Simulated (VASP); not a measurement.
Here is a VASP 6.6.1 calculation.

Contents of INCAR:

```
ALGO = Normal
EDIFF = 1E-6
ENCUT = 520
GGA = PE
ISIF = 2
ISMEAR = -1
LASPH = T
LCHARG = F
LREAL = F
LWAVE = F
NBANDS = 46
NELM = 80
PREC = Accurate
SIGMA = 0.02
```

Contents of KPOINTS:

```
k-points
0
Gamma
  6 6 6
```

File POSCAR:

```
InGa3P4
1.0
    5.5664661521      0.0000000000      0.0000000000
    0.0000000000      5.5664661521      0.0000000000
    0.0000000000      0.0000000000      5.5664661521
Ga P In
3 4 1
Direct
    0.5000000000      0.0000000000      0.0000000000
    0.0000000000      0.5000000000      0.0000000000
    0.0000000000      0.0000000000      0.5000000000
    0.7602244760      0.2397755240      0.2397755240
    0.2397755240      0.7602244760      0.2397755240
    0.2397755240      0.2397755240      0.7602244760
    0.7602244760      0.7602244760      0.7602244760
    0.5000000000      0.5000000000      0.5000000000
```

Potentials or basis: VASP PAW PBE potentials, release 64 (Ga_d, P, In_d).

Launch:

```console
$ cat potpaw_PBE.64/Ga_d/POTCAR potpaw_PBE.64/P/POTCAR potpaw_PBE.64/In_d/POTCAR > POTCAR
$ mpirun -np 1 vasp_std > vasp.out
```

Estimate the band gap on the k mesh.

1.20 eV.

Estimate the largest force.

0.006 eV/Å.

Predict the pressure.

2.2 GPa.

Forces on the atoms (eV/Å):
```
Ga   0.000  0.000  0.000
Ga   0.000  0.000  0.000
Ga   0.000  0.000  0.000
P   -0.004  0.004  0.004
P    0.004 -0.004  0.004
P    0.004  0.004 -0.004
P   -0.004 -0.004 -0.004
In   0.000  0.000  0.000
```

Caveat: spin-orbit coupling is left out, which moves the levels of the heavy elements. A k mesh can miss the band edges.
